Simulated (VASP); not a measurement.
# HfB2 in VASP: a series of runs

HfB2 is run at these levels: HSE06, PBEsol+D4, BLYP; tasks: single point, relaxation of cell and atoms.

Program: VASP 6.6.1. These are calculated values, not measurements. Logs are shortened: lines on timing, memory, paths and dates and some standing lists are left out, and cuts for length are marked.

### Step 1. The cell of the first run

The structure is hexagonal, space group P6/mmm (No. 191). Conventional cell: a = 3.140 Å, b = 3.140 Å, c = 3.480 Å, α = 90.00°, β = 90.00°, γ = 120.00°. Within 3.3 Å of Hf (site symmetry 6/mmm) lie 12 B at 2.51 Å and 6 Hf at 3.14 Å. Within 2.4 Å of B (site symmetry -6m2) lie 3 B at 1.81 Å.

### Step 2. Single point, HSE06

POSCAR reads:

```
HfB2
1.0
    3.1400000000      0.0000000000      0.0000000000
   -1.5700000000      2.7193197679      0.0000000000
    0.0000000000      0.0000000000      3.4800000000
Hf B
1 2
Direct
    0.0000000000      0.0000000000      0.0000000000
    0.6666666667      0.3333333333      0.5000000000
    0.3333333333      0.6666666667      0.5000000000
```

INCAR.step1 reads:

```
PREC     = Accurate       # precision mode
ENCUT    = 520            # plane-wave cutoff, eV
EDIFF    = 1E-5           # SCF threshold, eV
ISMEAR   = -1             # smearing method
SIGMA    = 0.05           # smearing width, eV
LREAL    = False          # projectors in reciprocal space
LASPH    = True           # aspherical terms in the spheres
NELM     = 60             # most SCF steps
ALGO     = Normal         # electronic algorithm
ISIF     = 2              # what is computed and relaxed
LWAVE    = True           # write WAVECAR
GGA      = PE             # functional
NBANDS   = 15             # bands
```

INCAR.step2 reads:

```
PREC     = Accurate       # precision mode
ENCUT    = 520            # plane-wave cutoff, eV
EDIFF    = 1E-7           # SCF threshold, eV
ISMEAR   = -1             # smearing method
SIGMA    = 0.05           # smearing width, eV
LREAL    = False          # projectors in reciprocal space
LASPH    = True           # aspherical terms in the spheres
NELM     = 60             # most SCF steps
ALGO     = Normal         # electronic algorithm
ISIF     = 2              # what is computed and relaxed
LWAVE    = False          # write WAVECAR
LCHARG   = True           # write CHGCAR
GGA      = PE             # functional
LHFCALC  = True           # exact exchange
HFSCREEN = 0.2079         # screening, 1/A
PRECFOCK = Normal       
LELF     = True           # ELF
LVHAR    = True         
ISTART   = 1            
NBANDS   = 15             # bands
```

KPOINTS reads:

```
Automatic mesh
0
Gamma
  5 5 4
```

Potentials or basis: VASP PAW PBE potentials, release 64 (Hf_pv, B).

Started as:

```sh
$ cat potpaw_PBE.64/Hf_pv/POTCAR potpaw_PBE.64/B/POTCAR > POTCAR
$ cp INCAR.step1 INCAR
$ mpirun -np 1 vasp_std > vasp.out
$ cp INCAR.step2 INCAR
$ mpirun -np 1 vasp_std > vasp.out
```

OUTCAR:

```text
PREC = Accurate
   ENCUT = 520
   EDIFF = 1E-7
   ISMEAR = -1
   LREAL = False
   LASPH = True
   NELM = 60
   ISIF = 2
   GGA = PE
   LHFCALC = True
   HFSCREEN = 0.2079
   PRECFOCK = Normal
   ISTART = 1

 ion  position               nearest neighbor table
   1  0.000  0.000  0.000-   2 2.51   3 2.51   2 2.51   3 2.51   2 2.51   2 2.51   3 2.51   3 2.51
                             2 2.51   2 2.51   3 2.51   3 2.51
   2  0.667  0.333  0.500-   3 1.81   3 1.81   3 1.81   1 2.51   1 2.51   1 2.51   1 2.51   1 2.51
                             1 2.51
   3  0.333  0.667  0.500-   2 1.81   2 1.81   2 1.81   1 2.51   1 2.51   1 2.51   1 2.51   1 2.51
                             1 2.51

  LATTYP: Found a hexagonal cell.
 ALAT       =     3.1400000000
 C/A-ratio  =     1.1082802548

  Lattice vectors:

 A1 = (   3.1400000000,   0.0000000000,   0.0000000000)
 A2 = (  -1.5700000000,   2.7193197679,   0.0000000000)
 A3 = (   0.0000000000,   0.0000000000,   3.4800000000)

Analysis of symmetry for initial positions (statically):
=====================================================================
 Subroutine PRICEL returns:
 Original cell was already a primitive cell.

 Routine SETGRP: Setting up the symmetry group for a
 hexagonal supercell.

 Subroutine GETGRP returns: Found 24 space group operations
 (whereof 24 operations were pure point group operations)
 out of a pool of 24 trial point group operations.

The static configuration has the point symmetry D_6h.

Analysis of symmetry for dynamics (positions and initial velocities):
=====================================================================
 Subroutine PRICEL returns:
 Original cell was already a primitive cell.

 Routine SETGRP: Setting up the symmetry group for a
 hexagonal supercell.

 Subroutine GETGRP returns: Found 24 space group operations
 (whereof 24 operations were pure point group operations)
 out of a pool of 24 trial point group operations.

The dynamic configuration has the point symmetry D_6h.

 Subroutine INISYM returns: Found 24 space group operations
 (whereof 24 operations are pure point group operations),
 and found     1 'primitive' translations

----------------------------------------------------------------------------------------

                                     Primitive cell

  volume of cell :      29.7146
[... 98 lines left out ...]
   IALGO  =     38    algorithm
   IMIX   =      1    mixing-type and parameters
     AMIX     =   0.40;   BMIX     =  1.00
     AMIX_MAG =   1.60;   BMIX_MAG =  1.00
  volume/ion in A,a.u.               =       9.90        66.84
  Fermi-wavevector in a.u.,A,eV,Ry     =   1.331860  2.516850 24.134693  1.773850
  Thomas-Fermi vector in A             =   2.460838
   LORBIT       =      0    0 simple, 1 ext, 2 COOP (PROOUT), +10 PAW based schemes
   GGA     = PE    functional components
   LHFCALC =     T    Hartree Fock is set to
   PRECFOCK=normal    Normal, Fast or Accurate (Low or Medium for compatibility)
   ENCUT4O =  -1.0   cutoff for four orbital integrals eV
   NKREDX  =     1    reduce k-point grid by
   NKREDY  =     1    reduce k-point grid by
   NKREDZ  =     1    reduce k-point grid by
   AEXX    =    0.2500 exact exchange contribution
   HFSCREEN=    0.2079 screening length (either q_TF or 0.3 A-1)
   HFSCREENC=   0.2079 screening length for correlation (either q_TF or 0.3 A-1)
   ENCUTFOCK=  -1.0 apply spherical cutoff to Coloumb kernel
   IVDW    =     0    specifies the selected vdW correction
   LEPSILON=     F    determine dielectric tensor
   LRPA    =     F    only Hartree local field effects (RPA)
 non-spin polarized calculation
  energy-cutoff  :      520.00
  volume of cell :       29.71
 maximum number of plane-waves:       816
 NGX is ok and might be reduce to    24
  NGX = 18; NGY = 18; NGZ = 20

 number of electron      15.9999998 magnetization

 Free energy of the ion-electron system (eV)
  ---------------------------------------------------
  ext. energy  EPLUGINS =         0.00000000
  ---------------------------------------------------
  free energy    TOTEN  =       -29.43056512 eV

  energy without entropy =      -29.42640368  energy(sigma->0) =      -29.42848440

 E-fermi :   7.4349     XC(G=0): -10.2852

 val. band max:        7.4348718668   @ k =   0.4000   0.2000   0.0000
 cond. band min:       7.9543256368   @ k =   0.0000   0.0000   0.2500
 fundamental gap:      0.5194537701
 Fermi energy:         7.4348751612

 k-point     1 :       0.0000    0.0000    0.0000
  band No.  band energies     occupation
      1     -25.3839      2.00000
      2     -24.8346      2.00000
      3     -24.8346      2.00000
      4      -7.9683      2.00000
      5       4.2296      2.00000
      6       4.2296      2.00000
      7       4.3049      2.00000
      8       4.3062      2.00000
      9      12.3125      0.00000
     10      12.3125      0.00000
     11      13.0222      0.00000
     12      13.0222      0.00000
     13      13.2042      0.00000
     14      13.2430      0.00000
[... 239 lines left out ...]
      2     -25.4816      2.00000
      3     -25.1844      2.00000
      4      -3.6911      2.00000
      5      -1.7664      2.00000
      6       1.4386      2.00000
      7       3.1523      2.00000
      8       4.0480      2.00000
      9      12.7623      0.00000
     10      14.1537      0.00000
     11      14.5714      0.00000
     12      15.0787      0.00000
     13      15.7210      0.00000
     14      16.3759      0.00000
     15      16.9483      0.00000

------------------------ aborting loop because EDIFF is reached ----------------------------------------

  FORCE on cell =-STRESS in cart. coord.  units (eV):
  Direction    XX          YY          ZZ          XY          YZ          ZX
  --------------------------------------------------------------------------------------
  -------------------------------------------------------------------------------------
  Total       -0.4135841     -0.4135841     -0.8757043      0.0000000      0.0000000     -0.0000000
  in kB      -22.3000172    -22.3000172    -47.2170520      0.0000000      0.0000000     -0.0000000
  external PRESSURE =     -30.6056954 kB  Pullay stress =       0.0000000 kB

 VOLUME and BASIS-vectors are now :
 -----------------------------------------------------------------------------
  energy-cutoff  :      520.00
  volume of cell :       29.71
      direct lattice vectors                 reciprocal lattice vectors
     3.140000000  0.000000000  0.000000000     0.318471338  0.183869512  0.000000000
    -1.570000000  2.719319768  0.000000000     0.000000000  0.367739025  0.000000000
     0.000000000  0.000000000  3.480000000     0.000000000  0.000000000  0.287356322

 POSITION                                       TOTAL-FORCE (eV/Angst)
 -----------------------------------------------------------------------------------
      0.00000      0.00000      0.00000         0.000000      0.000000      0.000000
      1.57000      0.90644      1.74000         0.000000      0.000000      0.000000
     -0.00000      1.81288      1.74000        -0.000000      0.000000      0.000000
 -----------------------------------------------------------------------------------
    total drift:                               -0.000000     -0.000000      0.000000

  FREE ENERGIE OF THE ION-ELECTRON SYSTEM (eV)
  ---------------------------------------------------
  free  energy   TOTEN  =       -29.4305651198 eV

  energy  without entropy=      -29.4264036788  energy(sigma->0) =      -29.42848440
```

OUTCAR.step1:

```text
PREC = Accurate
   ENCUT = 520
   EDIFF = 1E-5
   ISMEAR = -1
   LREAL = False
   LASPH = True
[... 486 lines left out ...]
      0.00000      0.00000      0.00000         0.000000      0.000000      0.000000
      1.57000      0.90644      1.74000        -0.000000      0.000000      0.000000
     -0.00000      1.81288      1.74000         0.000000      0.000000      0.000000
 -----------------------------------------------------------------------------------
    total drift:                               -0.000000      0.000000      0.000000

  FREE ENERGIE OF THE ION-ELECTRON SYSTEM (eV)
  ---------------------------------------------------
  free  energy   TOTEN  =       -26.3792207424 eV

  energy  without entropy=      -26.3750441938  energy(sigma->0) =      -26.37713247
```

OSZICAR.step1:

```text
N       E                     dE             d eps       ncg     rms          rms(c)
DAV:   1     0.297462892182E+02    0.29746E+02   -0.81871E+03   450   0.102E+03
DAV:   2    -0.271158216338E+02   -0.56862E+02   -0.53653E+02   612   0.221E+02
DAV:   3    -0.287464474342E+02   -0.16306E+01   -0.16238E+01   562   0.269E+01
DAV:   4    -0.287530081291E+02   -0.65607E-02   -0.65598E-02   548   0.213E+00
DAV:   5    -0.287530459563E+02   -0.37827E-04   -0.37827E-04   548   0.142E-01    0.527E+01
DAV:   6    -0.265033453569E+02    0.22497E+01   -0.27011E+00   520   0.119E+01    0.384E+01
DAV:   7    -0.264501945621E+02    0.53151E-01   -0.95544E-01   555   0.724E+00    0.115E+01
DAV:   8    -0.263842853658E+02    0.65909E-01   -0.24863E-01   513   0.378E+00    0.176E+00
DAV:   9    -0.263794604721E+02    0.48249E-02   -0.20811E-02   499   0.115E+00    0.425E-01
DAV:  10    -0.263792111067E+02    0.24937E-03   -0.91331E-04   541   0.258E-01    0.271E-01
DAV:  11    -0.263792207424E+02   -0.96358E-05   -0.59566E-05   541   0.584E-02
   1 F= -.26379221E+02 E0= -.26377132E+02  d E =-.417655E-02
```

Run time: 5.8 min. Hardware: 1 thread of AMD EPYC 9R45 (Zen 5), shared host; peak memory 0.23 GiB.

What came out:

```
Free energy            : -29.4306 eV
Pressure               : -3.1 GPa
Band gap on the k mesh : zero (band 8 reaches 8.23 eV, above the bottom of band 9 at 7.43 eV)
```

Caveat: the k points lie up to 0.46 Å⁻¹ apart; the PAW data sets were made with another functional, which shifts forces and pressure a little; spin-orbit coupling is left out, which moves the levels of the heavy elements.

### Step 3. Single point, PBEsol+D4 (atoms moved at random)

INCAR reads:

```
SYSTEM = HfB2
ALGO = Normal
EDIFF = 1E-6
ENCUT = 500
GGA = PS
GGA_COMPAT = .FALSE.
ISIF = 2
ISMEAR = 0
IVDW = 13
LASPH = .TRUE.
LCHARG = .TRUE.
LELF = .TRUE.
LREAL = .FALSE.
LVHAR = .TRUE.
LWAVE = .FALSE.
NBANDS = 15
NELM = 120
PREC = Accurate
SIGMA = 0.1
```

KPOINTS reads:

```
k-points
0
G
  10 10 8
  0 0 0
```

POSCAR reads:

```
HfB2
1.0
    3.1160251149     -0.0000003448      0.0000001496
   -1.5580128560      2.6985564706     -0.0000001867
    0.0000001658     -0.0000001432      3.4271048704
Hf B
1 2
Direct
    0.0131823876      0.0156808816      0.0065867686
    0.6798494978      0.3490150296      0.5065865777
    0.3465151146      0.6823480888      0.5065886537
```

Potentials or basis: VASP PAW PBE potentials, release 64 (Hf_pv, B).

Started as:

```sh
$ cat potpaw_PBE.64/Hf_pv/POTCAR potpaw_PBE.64/B/POTCAR > POTCAR
$ mpirun -np 1 vasp_std > vasp.out
```

Run time: 19 s. Hardware: 1 thread of Intel Xeon 6975P-C, shared host; peak memory 0.17 GiB.

Results (log left out):

```yaml
Free_energy: -28.4122 eV
Pressure: 0.0 GPa
Band_gap_on_the_k_mesh: zero (band 8 reaches 8.30 eV, above the bottom of band 9 at 7.53 eV)
Dispersion_energy_per_atom: -0.185 eV
```

Stress tensor (GPa, compression positive):
```
-0.10  0.00  0.00
 0.00 -0.10  0.00
 0.00  0.00  0.26
```

Levels at points of the mesh, in eV from the Fermi level:
```tsv
k point	band 4	band 5	band 6	band 7	band 8	band 9	band 10	band 11	band 12	band 13
(0.00, 0.00, 0.00)	-13.75	-2.94	-2.87	-2.87	-2.53	4.28	4.28	5.04	5.04	5.22
(0.50, 0.00, 0.00)	-9.79	-8.87	-4.05	-3.31	-2.85	2.38	2.94	5.97	6.00	6.69
(0.00, 0.00, 0.50)	-11.14	-8.35	-1.06	-1.06	0.37	0.37	1.13	1.13	2.57	5.27
(0.50, 0.00, 0.50)	-10.31	-7.34	-4.97	-4.70	-2.46	4.31	4.55	6.59	7.77	7.82
```

Caveat: the cell differs from its parent crystal (atoms moved at random); the PAW data sets were made with another functional, which shifts forces and pressure a little; spin-orbit coupling is left out, which moves the levels of the heavy elements; pairwise dispersion overbinds metals, which lowers pressure and volume.

### Step 4. Relaxation of cell and atoms, PBEsol+D4 (atoms moved at random)

INCAR reads:

```
SYSTEM = HfB2
  PREC = Accurate
  ENCUT = 500
  EDIFF = 1E-7
  ISMEAR = 0
  SIGMA = 0.1
  LREAL = .FALSE.
  LASPH = .TRUE.
  NELM = 120
  ALGO = Normal
  ISIF = 3
  LWAVE = .FALSE.
  LCHARG = .FALSE.
  GGA = PS
  IVDW = 13
  IBRION = 2
  NSW = 60
  EDIFFG = -0.01
  GGA_COMPAT = .FALSE.
  NELMIN = 4
```

KPOINTS reads:

```
Automatic mesh
0
G
  10 10 8
  0 0 0
```

POSCAR reads:

```
HfB2
1.0
    3.1400000000      0.0000000000      0.0000000000
   -1.5700000000      2.7193197679      0.0000000000
    0.0000000000      0.0000000000      3.4800000000
Hf B
1 2
Direct
    0.0132700000      0.0072640000      0.0106540000
    0.6844150000      0.3654370000      0.5039440000
    0.3418620000      0.6743430000      0.5051640000
```

Started as:

```sh
$ cat potpaw_PBE.64/Hf_pv/POTCAR potpaw_PBE.64/B/POTCAR > POTCAR
$ mpirun -np 1 vasp_std > vasp.out
```

Wall time 5.9 min (1 thread of Intel Xeon 6975P-C, shared host); peak memory 0.29 GiB.

It converged, with:

```yaml
Free_energy: -28.4128 eV
Relaxed_volume: 9.61 Å³/atom
Relaxed_cell: a = 3.115 Å, b = 3.115 Å, c = 3.430 Å, α = 89.99°, β = 90.00°, γ = 120.00°
Space_group_after_relaxing_to_0.05_Å: P6/mmm (No. 191)
Energy_gained_by_relaxing: 21.7 meV/atom
Ionic_steps: 6
Pressure_after_relaxing: -0.1 GPa
Largest_force_after_relaxing: 0.007 eV/Å
Band_gap_on_the_k_mesh: zero (band 8 reaches 8.31 eV, above the bottom of band 9 at 7.52 eV)
Dispersion_energy_per_atom: -0.185 eV
```

Forces in eV/Å, atoms in the order of the input:
```
Hf  -0.002  0.002  0.000
B    0.002 -0.005  0.005
B   -0.001  0.003 -0.005
```

Step by step:
```
step  energy change (eV)  largest force (eV/Å)  pressure (GPa)  volume (Å³)
   1              0.0000                1.0987           -7.17        29.71
   2             -0.0343                0.1827           10.01        27.85
   3             -0.0579                0.3735            2.76        28.55
   4             -0.0628                0.2249           -1.36        28.97
   5             -0.0650                0.0454            0.06        28.81
   6             -0.0651                0.0072           -0.06        28.83
```

Final structure:
```
Hf B
1.0
     3.11550    0.00004   -0.00007
    -1.55771    2.69794    0.00015
    -0.00008    0.00013    3.42956
Hf B
1 2
Cartesian
  0.0167 0.0422 0.0226
  1.5743 0.9419 1.7370
  0.0166 1.8409 1.7378
```

Levels at points of the mesh, in eV from the Fermi level:
| k point | band 4 | band 5 | band 6 | band 7 | band 8 | band 9 | band 10 | band 11 | band 12 |
| --- | --- | --- | --- | --- | --- | --- | --- | --- | --- |
| (0.00, 0.00, 0.00) | -13.75 | -2.95 | -2.86 | -2.86 | -2.54 | 4.28 | 4.28 | 5.03 | 5.03 |
| (0.50, 0.00, 0.00) | -9.78 | -8.87 | -4.05 | -3.31 | -2.85 | 2.38 | 2.94 | 5.97 | 6.01 |
| (0.00, 0.50, 0.00) | -9.78 | -8.87 | -4.05 | -3.31 | -2.85 | 2.38 | 2.94 | 5.97 | 6.01 |
| (0.50, 0.50, 0.00) | -9.78 | -8.87 | -4.05 | -3.31 | -2.85 | 2.37 | 2.94 | 5.97 | 6.01 |
| (0.00, 0.00, 0.50) | -11.14 | -8.35 | -1.06 | -1.05 | 0.37 | 0.38 | 1.13 | 1.13 | 2.56 |
| (0.50, 0.00, 0.50) | -10.31 | -7.34 | -4.96 | -4.69 | -2.46 | 4.32 | 4.54 | 6.59 | 7.76 |
| (0.00, 0.50, 0.50) | -10.31 | -7.34 | -4.96 | -4.69 | -2.46 | 4.32 | 4.54 | 6.59 | 7.76 |
| (0.50, 0.50, 0.50) | -10.31 | -7.35 | -4.96 | -4.69 | -2.46 | 4.32 | 4.54 | 6.59 | 7.76 |

Caveat: the cell differs from its parent crystal (atoms moved at random); the PAW data sets were made with another functional, which shifts forces and pressure a little; spin-orbit coupling is left out, which moves the levels of the heavy elements; pairwise dispersion overbinds metals, which lowers pressure and volume.

### Step 5. Single point, BLYP, non-collinear spin, zero start, spin-orbit coupling

INCAR reads:

```
AGGAC = 1.0
AGGAX = 1.0
ALDAC = 0.0
ALDAX = 1.0
ALGO = Normal
EDIFF = 1E-7
ENCUT = 520
GGA = B5
GGA_COMPAT = F
ISIF = 2
ISMEAR = -5
LASPH = T
LCHARG = F
LMAXMIX = 4
LORBIT = 11
LORBMOM = T
LREAL = F
LSORBIT = T
LWAVE = F
MAGMOM = 0 0 0 0 0 0 0 0 0
NBANDS = 29
NELM = 150
PREC = Accurate
SIGMA = 0.1
```

KPOINTS reads:

```
k-points
0
Gamma
  10 10 8
```

POSCAR reads:

```
HfB2
1.0
    3.1400000000      0.0000000000      0.0000000000
   -1.5700000000      2.7193197679      0.0000000000
    0.0000000000      0.0000000000      3.4800000000
Hf B
1 2
Direct
    0.0000000000      0.0000000000      0.0000000000
    0.6666666667      0.3333333333      0.5000000000
    0.3333333333      0.6666666667      0.5000000000
```

Started as:

```sh
$ cat potpaw_PBE.64/Hf_pv/POTCAR potpaw_PBE.64/B/POTCAR > POTCAR
$ mpirun -np 1 vasp_ncl > vasp.out
```

Run time: 72 s. Hardware: 1 thread of Intel Xeon Platinum 8488C (Sapphire Rapids), shared host; peak memory 0.26 GiB.

It converged, with:

* Free energy: -24.0256 eV
* Pressure: 8.2 GPa
* Net moment: 0.00 μB per cell
* Valence electrons inside the program's atomic spheres: Hf 8.79; B 1.97

Stress tensor (GPa, compression positive):
```
 6.51  0.00  0.00
 0.00  6.51  0.00
 0.00  0.00 11.54
```

Moments on the atoms (μB; x, y, z):
```
Hf  0.00 0.00 0.00
B   0.00 0.00 0.00
B   0.00 0.00 0.00
```

Caveat: the PAW data sets were made with another functional, which shifts forces and pressure a little.

### Step 6. Summary

```tsv
task	level	spin	cell	k mesh	cutoff (eV)	smearing	grid for exact exchange (PRECFOCK)	screening parameter	gap on the mesh (eV)	pressure (GPa)
single point	HSE06	off	a = 3.140, b = 3.140, c = 3.480 Å, angles 90.0, 90.0, 120.0°, 3 atoms	5 × 5 × 4	520	fermi-dirac 0.05 eV	Normal	0.2079 1/Å	none	-3.1
single point	PBEsol+D4	off	a = 3.116, b = 3.116, c = 3.427 Å, angles 90.0, 90.0, 120.0°, 3 atoms	10 × 10 × 8	500	gaussian 0.1 eV	-	-	none	0.0
relaxation of cell and atoms	PBEsol+D4	off	relaxed from a = 3.140, b = 3.140, c = 3.480 Å, angles 90.0, 90.0, 120.0°, 3 atoms	10 × 10 × 8	500	gaussian 0.1 eV	-	-	none	-0.1
single point	BLYP	non-collinear, zero start, SOC	a = 3.140, b = 3.140, c = 3.480 Å, angles 90.0, 90.0, 120.0°, 3 atoms	10 × 10 × 8	520	tetrahedron	-	-	-	8.2
```

Alike in all rows: potentials or basis VASP PAW PBE potentials, release 64 (Hf_pv, B).

Caveats: some runs use coarse meshes; the PAW data sets were made with another functional, which shifts forces and pressure a little; spin-orbit coupling is left out, which moves the levels of the heavy elements (some runs); pairwise dispersion overbinds metals, which lowers pressure and volume (some runs).

Total energies depend on the potentials used, so only differences within one code and one set of settings carry meaning.
